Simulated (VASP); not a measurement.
# Cu (I4/mmm) in VASP: notebook

Runs on Cu. Level: r2SCAN. Tasks: single point, relaxation of cell and atoms.

All numbers are computed with VASP 6.6.1; they aren't measurements. Logs are shortened: lines on timing, memory, paths and dates and some standing lists are left out, and cuts for length are marked.

## 1. The cell of the first run

The structure is tetragonal, space group I4/mmm (No. 139). Conventional cell: a = 2.902 Å, b = 2.902 Å, c = 2.718 Å, α = 90.00°, β = 90.00°, γ = 90.00°. Cu (site symmetry 4/mmm) has 14 Cu at 2.46 to 2.90 Å within 3.2 Å.

## 2. Single point, r2SCAN

POSCAR

```
Cu
1.0
   -1.4510735932      1.4510735932      1.3590107587
    1.4510735932     -1.4510735932      1.3590107587
    1.4510735932      1.4510735932     -1.3590107587
Cu
1
Direct
    0.0000000000      0.0000000000      0.0000000000
```

INCAR.step1

```
SYSTEM = Cu
PREC = Accurate ; ENCUT = 520
ISMEAR = 0 ; SIGMA = 0.1
LREAL = .FALSE. ; LASPH = .TRUE.
NELM = 80 ; NBANDS = 12
GGA = PE ; ALGO = Normal
EDIFF = 1E-4 ; LWAVE = .TRUE.
LCHARG = .FALSE.
```

INCAR.step2

```
SYSTEM = Cu
PREC = Accurate ; ENCUT = 520
EDIFF = 1E-6 ; ISMEAR = 0
SIGMA = 0.1 ; LREAL = .FALSE.
LASPH = .TRUE. ; NELM = 80
ALGO = Normal ; ISIF = 2
LWAVE = .FALSE. ; LCHARG = .FALSE.
METAGGA = R2SCAN ; LMIXTAU = .TRUE.
NBANDS = 12 ; ISTART = 1
```

KPOINTS

```
regular mesh
0
G
  4 4 4
  0 0 0
```

Potentials or basis: VASP PAW PBE potentials, release 64 (Cu).

The run is started by

```console
$ cat potpaw_PBE.64/Cu/POTCAR > POTCAR
$ cp INCAR.step1 INCAR
$ mpirun -np 1 vasp_std > vasp.out
$ cp INCAR.step2 INCAR
$ mpirun -np 1 vasp_std > vasp.out
```

OUTCAR:

```text
SYSTEM = Cu
   PREC = Accurate
   ENCUT = 520
   EDIFF = 1E-6
   ISMEAR = 0
   LREAL = .FALSE.
   LASPH = .TRUE.
   NELM = 80
   ISIF = 2
   METAGGA = R2SCAN
   ISTART = 1

 ion  position               nearest neighbor table
   1  0.000  0.000  0.000-

  LATTYP: Found a body centered tetragonal cell.
 ALAT       =     2.9021471864
 C/A-ratio  =     0.9365553650

  Lattice vectors:

 A1 = (  -1.4510735932,   1.4510735932,   1.3590107587)
 A2 = (   1.4510735932,  -1.4510735932,   1.3590107587)
 A3 = (   1.4510735932,   1.4510735932,  -1.3590107587)

Analysis of symmetry for initial positions (statically):
=====================================================================
 Subroutine PRICEL returns:
 Original cell was already a primitive cell.

 Routine SETGRP: Setting up the symmetry group for a
 body centered tetragonal supercell.

 Subroutine GETGRP returns: Found 16 space group operations
 (whereof 16 operations were pure point group operations)
 out of a pool of 16 trial point group operations.

The static configuration has the point symmetry D_4h.

Analysis of symmetry for dynamics (positions and initial velocities):
=====================================================================
 Subroutine PRICEL returns:
 Original cell was already a primitive cell.

 Routine SETGRP: Setting up the symmetry group for a
 body centered tetragonal supercell.

 Subroutine GETGRP returns: Found 16 space group operations
 (whereof 16 operations were pure point group operations)
 out of a pool of 16 trial point group operations.

The dynamic configuration has the point symmetry D_4h.

 Subroutine INISYM returns: Found 16 space group operations
 (whereof 16 operations are pure point group operations),
 and found     1 'primitive' translations

----------------------------------------------------------------------------------------

                                     Primitive cell

  volume of cell :      11.4462

  direct lattice vectors                    reciprocal lattice vectors
    -1.451073593  1.451073593  1.359010759     0.000000000  0.344572462  0.367914674
     1.451073593 -1.451073593  1.359010759     0.344572462  0.000000000  0.367914674
     1.451073593  1.451073593 -1.359010759     0.344572462  0.344572462  0.000000000

  length of vectors
     2.461328785  2.461328785  2.461328785     0.504074785  0.504074785  0.487299048

  position of ions in fractional coordinates (direct lattice)
     0.000000000  0.000000000  0.000000000

  ion indices of the primitive-cell ions
   primitive index   ion index
                 1           1

----------------------------------------------------------------------------------------

 KPOINTS: regular mesh

Automatic generation of k-mesh.
 Grid dimensions read from file:
 generate k-points for:    4    4    4

 Generating k-lattice:

  Cartesian coordinates                     Fractional coordinates (reciprocal lattice)
     0.000000000  0.086143115  0.091978668     0.250000000  0.000000000  0.000000000
     0.086143115  0.000000000  0.091978668     0.000000000  0.250000000  0.000000000
     0.086143115  0.086143115  0.000000000     0.000000000  0.000000000  0.250000000

  Length of vectors
     0.126018696  0.126018696  0.121824762

  Shift w.r.t. Gamma in fractional coordinates (k-lattice)
     0.000000000  0.000000000  0.000000000

 Subroutine IBZKPT returns following result:
 ===========================================

 Found     13 irreducible k-points:

 Following reciprocal coordinates:
            Coordinates               Weight
  0.000000  0.000000  0.000000      1.000000
  0.250000  0.000000  0.000000      8.000000
  0.500000  0.000000  0.000000      4.000000
  0.250000  0.250000  0.000000      8.000000
  0.500000  0.250000 -0.000000     16.000000
 -0.250000  0.250000  0.000000      4.000000
  0.500000  0.500000  0.000000      2.000000
  0.250000  0.250000  0.250000      2.000000
 -0.250000  0.250000  0.250000      4.000000
  0.500000  0.500000  0.250000      4.000000
 -0.250000  0.500000  0.250000      8.000000
 -0.250000 -0.250000  0.250000      2.000000
  0.500000  0.500000  0.500000      1.000000
   k-points           NKPTS =     13   k-points in BZ     NKDIM =     13   number of bands    NBANDS=     12
   number of dos      NEDOS =    301   number of ions     NIONS =      1
   total plane-waves  NPLWV =   5832
   dimension x,y,z NGX =    18 NGY =   18 NGZ =   18
   dimension x,y,z NGXF=    36 NGYF=   36 NGZF=   36
   ions per type =               1
   NGX,Y,Z   is equivalent  to a cutoff of  12.16, 12.16, 12.16 a.u.
   NGXF,Y,Z  is equivalent  to a cutoff of  24.32, 24.32, 24.32 a.u.
 SYSTEM =  Cu
   PREC   = accura    normal or accurate (medium, high low for compatibility)
   ISTART =      1    job   : 0-new  1-cont  2-samecut
   ICHARG =      0    charge: 1-file 2-atom 10-const
   ISPIN  =      1    spin polarized calculation?
   LNONCOLLINEAR =      F non collinear calculations
   LSORBIT =      F    spin-orbit coupling
   LASPH  =      T    aspherical Exc in radial PAW
   ENCUT  =  520.0 eV  38.22 Ry    6.18 a.u.   4.58  4.58  4.58*2*pi/ulx,y,z
   NELM   =     80;   NELMIN=  2; NELMDL=  0     # of ELM steps
   EDIFF  = 0.1E-05   stopping-criterion for ELM
   LREAL  =      F    real-space projection
   EDIFFG = 0.1E-04   stopping-criterion for IOM
   NSW    =      0    number of steps for IOM
   IBRION =     -1    ionic relax: 0-MD 1-quasi-New 2-CG
   NFREE  =      0    steps in history (QN), initial steepest desc. (CG)
   ISIF   =      2    stress and relaxation
   ISYM   =      2    0-nonsym 1-usesym 2-fastsym
   POTIM  = 0.5000    time-step for ionic-motion
   TEBEG  =    0.0;   TEEND  =   0.0 temperature during run
   PSTRESS=    0.0 pullay stress
   NELECT =      11.0000    total number of electrons
   NUPDOWN=      -1.0000    fix difference up-down
   EMIN   =  10.00;   EMAX   =-10.00  energy-range for DOS
   EFERMI =   0.00;   METHOD = LEGACY
   ISMEAR =     0;   SIGMA  =   0.10  broadening in eV -4-tet -1-fermi 0-gaus
   EFERMI_NEDOS =   21; number of points for ismear=-14 and -15
   IALGO  =     38    algorithm
   IMIX   =      4    mixing-type and parameters
     AMIX     =   0.40;   BMIX     =  1.00
     AMIX_MAG =   1.60;   BMIX_MAG =  1.00
  volume/ion in A,a.u.               =      11.45        77.24
  Fermi-wavevector in a.u.,A,eV,Ry     =   1.615543  3.052933 35.510914  2.609979
  Thomas-Fermi vector in A             =   2.710274
   LORBIT       =      0    0 simple, 1 ext, 2 COOP (PROOUT), +10 PAW based schemes
   METAGGA = R2SCAN    functional components
   LHFCALC =     F    Hartree Fock is set to
   AEXX    =    0.0000 exact exchange contribution
   IVDW    =     0    specifies the selected vdW correction
   LEPSILON=     F    determine dielectric tensor
   LRPA    =     F    only Hartree local field effects (RPA)
 non-spin polarized calculation
 Gauss-broadening in eV      SIGMA  =   0.10
  energy-cutoff  :      520.00
  volume of cell :       11.45
 maximum number of plane-waves:       313
   NGX =  9   NGY =  9   NGZ =  9

 number of electron      11.0000009 magnetization

 Free energy of the ion-electron system (eV)
  ---------------------------------------------------
  ext. energy  EPLUGINS =         0.00000000
  ---------------------------------------------------
  free energy    TOTEN  =       -10.58515488 eV

  energy without entropy =      -10.57121893  energy(sigma->0) =      -10.57818691

 E-fermi :   7.8989     XC(G=0): -14.0081

 val. band max:        7.2604231188   @ k =   0.5000   0.0000   0.0000
 cond. band min:       7.9100155134   @ k =   0.5000   0.2500  -0.0000
 fundamental gap:      0.6495923946
 Fermi energy:         7.8988859049

 k-point     1 :       0.0000    0.0000    0.0000
  band No.  band energies     occupation
      1      -2.1619      2.00000
      2       4.1276      2.00000
      3       4.3949      2.00000
      4       4.3951      2.00000
      5       5.1658      2.00000
      6       5.4504      2.00000
      7      33.4045      0.00000
      8      33.4046      0.00000
      9      35.3257      0.00000
     10      37.7281      0.00000
     11      37.7711      0.00000
     12      38.1145      0.00000

 k-point     2 :       0.2500    0.0000    0.0000
  band No.  band energies     occupation
      1       0.2629      2.00000
      2       3.8375      2.00000
      3       4.2740      2.00000
      4       5.1224      2.00000
      5       5.2458      2.00000
      6       5.3506      2.00000
      7      22.6631      0.00000
      8      28.7311      0.00000
      9      29.4614      0.00000
     10      31.1864      0.00000
     11      33.8850      0.00000
     12      39.3918      0.00000

 k-point     3 :       0.5000    0.0000    0.0000
  band No.  band energies     occupation
      1       2.2987      2.00000
      2       3.4358      2.00000
      3       5.2976      2.00000
      4       5.5766      2.00000
      5       6.1250      2.00000
      6       7.2604      2.00000
      7      12.7294      0.00000
      8      25.7704      0.00000
      9      26.0178      0.00000
     10      29.7342      0.00000
     11      33.0632      0.00000
     12      43.3147      0.00000
[... 121 lines left out ...]
 k-point    12 :      -0.2500   -0.2500    0.2500
  band No.  band energies     occupation
      1       2.2870      2.00000
      2       4.1166      2.00000
      3       4.5007      2.00000
      4       4.5009      2.00000
      5       5.0727      2.00000
      6       6.6191      2.00000
      7      23.0228      0.00000
      8      23.0230      0.00000
      9      24.3204      0.00000
     10      25.9080      0.00000
     11      40.6176      0.00000
     12      40.8111      0.00000

 k-point    13 :       0.5000    0.5000    0.5000
  band No.  band energies     occupation
      1       2.5998      2.00000
      2       2.6644      2.00000
      3       5.9178      2.00000
      4       5.9180      2.00000
      5       5.9986      2.00000
      6      15.7096      0.00000
      7      15.7097      0.00000
      8      18.4131      0.00000
      9      21.2461      0.00000
     10      22.0934      0.00000
     11      25.7238      0.00000
     12      48.8066      0.00000

------------------------ aborting loop because EDIFF is reached ----------------------------------------

  FORCE on cell =-STRESS in cart. coord.  units (eV):
  Direction    XX          YY          ZZ          XY          YZ          ZX
  --------------------------------------------------------------------------------------
  -------------------------------------------------------------------------------------
  Total        0.0417857      0.0417857      0.0248259      0.0000000     -0.0000000     -0.0000000
  in kB        5.8489327      5.8489327      3.4749944      0.0000000     -0.0000000     -0.0000000
  external PRESSURE =       5.0576199 kB  Pullay stress =       0.0000000 kB

 VOLUME and BASIS-vectors are now :
 -----------------------------------------------------------------------------
  energy-cutoff  :      520.00
  volume of cell :       11.45
      direct lattice vectors                 reciprocal lattice vectors
    -1.451073593  1.451073593  1.359010759     0.000000000  0.344572462  0.367914674
     1.451073593 -1.451073593  1.359010759     0.344572462  0.000000000  0.367914674
     1.451073593  1.451073593 -1.359010759     0.344572462  0.344572462  0.000000000

 POSITION                                       TOTAL-FORCE (eV/Angst)
 -----------------------------------------------------------------------------------
      0.00000      0.00000      0.00000        -0.000000      0.000000      0.000000
 -----------------------------------------------------------------------------------
    total drift:                                0.000000      0.000000      0.000000

  FREE ENERGIE OF THE ION-ELECTRON SYSTEM (eV)
  ---------------------------------------------------
  free  energy   TOTEN  =       -10.5851548771 eV

  energy  without entropy=      -10.5712189331  energy(sigma->0) =      -10.57818691
```

Wall time 11 s (1 thread of Intel Xeon 8259CL, shared host); peak memory 0.12 GiB.

Results:

* Free energy: -10.5852 eV
* Pressure: 0.5 GPa
* Band gap on the k mesh: zero (an odd number of electrons rules out a gap without spin polarisation)

Stress tensor (GPa, compression positive):
```
0.58 0.00 0.00
0.00 0.58 0.00
0.00 0.00 0.35
```

Levels at points of the mesh, in eV from the Fermi level:
```
           k point  band 2  band 3  band 4  band 5  band 6  band 7  band 8  band 9  band 10  band 11
(0.00, 0.00, 0.00)   -3.77   -3.50   -3.50   -2.73   -2.45   25.51   25.51   27.43    29.83    29.87
(0.50, 0.00, 0.00)   -4.46   -2.60   -2.32   -1.77   -0.64    4.83   17.87   18.12    21.84    25.16
(0.50, 0.50, 0.00)   -4.13   -2.80   -2.53   -1.81   -1.18    4.07   19.65   20.19    23.57    26.71
(0.50, 0.50, 0.50)   -5.23   -1.98   -1.98   -1.90    7.81    7.81   10.51   13.35    14.19    17.82
```

Caveat: the k points lie up to 0.79 Å⁻¹ apart, too coarse for converged energies and pressures of a metal; the PAW data sets were made with another functional, which shifts forces and pressure a little.

## 3. Single point, r2SCAN

This run uses another cell than the first one, of 11.52 Å³/atom.

POSCAR

```
Cu
1.0
   -1.4540088513      1.4540088513      1.3620357247
    1.4540088513     -1.4540088513      1.3620357247
    1.4540088513      1.4540088513     -1.3620357247
Cu
1
Direct
    0.0000000000      0.0000000000      0.0000000000
```

INCAR.step1

```
SYSTEM = Cu
ALGO = Normal ; EDIFF = 1E-4
ENCUT = 520 ; GGA = PE
ISMEAR = 0 ; LASPH = .True.
LCHARG = .False. ; LREAL = .False.
LWAVE = .True. ; NBANDS = 12
NELM = 100 ; PREC = Accurate
SIGMA = 0.1
```

INCAR.step2

```
SYSTEM = Cu
ALGO = Normal ; EDIFF = 1E-6
ENCUT = 520 ; ISIF = 2
ISMEAR = 0 ; ISTART = 1
LASPH = .True. ; LCHARG = .False.
LMIXTAU = .True. ; LREAL = .False.
LWAVE = .False. ; METAGGA = R2SCAN
NBANDS = 12 ; NELM = 100
PREC = Accurate ; SIGMA = 0.1
```

KPOINTS

```
k-points
0
Gamma
  6 6 6
  0 0 0
```

Potentials or basis: VASP PAW PBE potentials, release 64 (Cu).

The run is started by

```console
$ cat potpaw_PBE.64/Cu/POTCAR > POTCAR
$ cp INCAR.step1 INCAR
$ mpirun -np 1 vasp_std > vasp.out
$ cp INCAR.step2 INCAR
$ mpirun -np 1 vasp_std > vasp.out
```

Wall time 18 s (1 thread of Intel Xeon 8259CL, shared host); peak memory 0.12 GiB.

Results (log left out):

| Quantity | Value |
| --- | --- |
| Free energy | -10.7207 eV |
| Pressure | 0.6 GPa |
| Band gap on the k mesh | zero (an odd number of electrons rules out a gap without spin polarisation) |

Stress tensor (GPa, compression positive):
```
0.68 0.00 0.00
0.00 0.68 0.00
0.00 0.00 0.50
```

Levels at points of the mesh, in eV from the Fermi level:
| k point | band 3 | band 4 | band 5 | band 6 | band 7 | band 8 | band 9 | band 10 |
| --- | --- | --- | --- | --- | --- | --- | --- | --- |
| (0.00, 0.00, 0.00) | -3.33 | -3.33 | -2.55 | -2.27 | 25.44 | 25.44 | 27.34 | 29.74 |
| (0.50, 0.00, 0.00) | -2.43 | -2.14 | -1.61 | -0.60 | 4.87 | 17.82 | 18.06 | 21.81 |
| (0.50, 0.50, 0.00) | -2.62 | -2.36 | -1.64 | -1.14 | 4.12 | 19.58 | 20.11 | 23.53 |
| (0.50, 0.50, 0.50) | -1.81 | -1.81 | -1.73 | 7.81 | 7.81 | 10.49 | 13.36 | 14.21 |

Caveat: the k points lie up to 0.53 Å⁻¹ apart, too coarse for converged energies and pressures of a metal; the PAW data sets were made with another functional, which shifts forces and pressure a little.

(Continued in part 2 of 3.)
